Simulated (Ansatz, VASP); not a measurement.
**Two plane-wave programs on AlGa2N3**

The input INCAR:

```
ALGO = Normal ; EDIFF = 1E-7
ENCUT = 520 ; GGA = PE
ISIF = 2 ; ISMEAR = 0
ISPIN = 2 ; LASPH = True
LCHARG = False ; LORBIT = 11
LREAL = False ; LWAVE = False
MAGMOM = 0 0 0 1 1 1 ; NBANDS = 35
NELM = 150 ; PREC = Accurate
SIGMA = 0.1
```

KPOINTS

```
k-points
0
Gamma
  6 6 2
```

The input POSCAR:

```
AlGa2N3
1.0
    3.4026705300      0.0000000000      0.0000000000
   -1.7013352700      2.9467991200      0.0000000000
    0.0000000000      0.0000000000      8.3348065700
Al Ga N
1 2 3
Direct
    0.0000000000      0.0000000000      0.0000000000
    0.3333333300      0.6666666700      0.6666666700
    0.6666666700      0.3333333300      0.3333333300
    0.6666666700      0.3333333300      0.8333333300
    0.0000000000      0.0000000000      0.5000000000
    0.3333333300      0.6666666700      0.1666666700
```

Input for Ansatz:

```yaml
crystal:
  lattice:
    - [3.40267053, 0.0, 0.0]
    - [-1.70133527, 2.94679912, 0.0]
    - [0.0, 0.0, 8.33480657]
  atoms:
    - { symbol: Al, position: [0.0, 0.0, 0.0] }
    - { symbol: Ga, position: [0.33333333, 0.66666667, 0.66666667] }
    - { symbol: Ga, position: [0.66666667, 0.33333333, 0.33333333] }
    - { symbol: "N", position: [0.66666667, 0.33333333, 0.83333333], spin: 1.0 }
    - { symbol: "N", position: [0.0, 0.0, 0.5], spin: 1.0 }
    - { symbol: "N", position: [0.33333333, 0.66666667, 0.16666667], spin: 1.0 }
basis:
  ecutwfc: 420
kpoints:
  mp_grid: { grid: [6, 6, 2] }
hamiltonian:
  xc: pbe
scf:
  occupations: { method: gaussian, width: 0.1 }
  lower_state_search: "off"
output:
  forces: true
  stress: true
  eigenvalues: true
  populations: true
magnetization:
  spin_polarized: true
```

Alike in both runs: task single point; functional PBE; k mesh 6 × 6 × 2; occupations gaussian, width 0.1 eV; collinear spin.

```csv
,VASP,Ansatz
version,VASP 6.6.1,Ansatz 0.2.0
potentials or method,"VASP PAW PBE potentials, release 64 (Al, Ga_d, N), cutoff 520 eV","scalar-relativistic, plane waves, PAW"
valence electrons in the cell,44,44
```

|  | VASP | Ansatz | Ansatz less VASP |
| --- | --- | --- | --- |
| gap on the k mesh at the Fermi level (eV) | none | none | - |
| rms of the force components (eV/Å) | 0.219 | 0.215 | -0.0042 |
| net moment per atom (μB) | 0.00 | 0.00 | 0.000 |

Atom by atom the forces differ by 0.004 eV/Å (rms over components). A gap of «none» marks a metal or a gap that the smearing closes. The functional is the same, so the differences come from potentials, cutoffs and numerics. Ansatz's warnings: seeded moment not kept.

The k mesh is coarse, so the values compare programs but aren't converged.
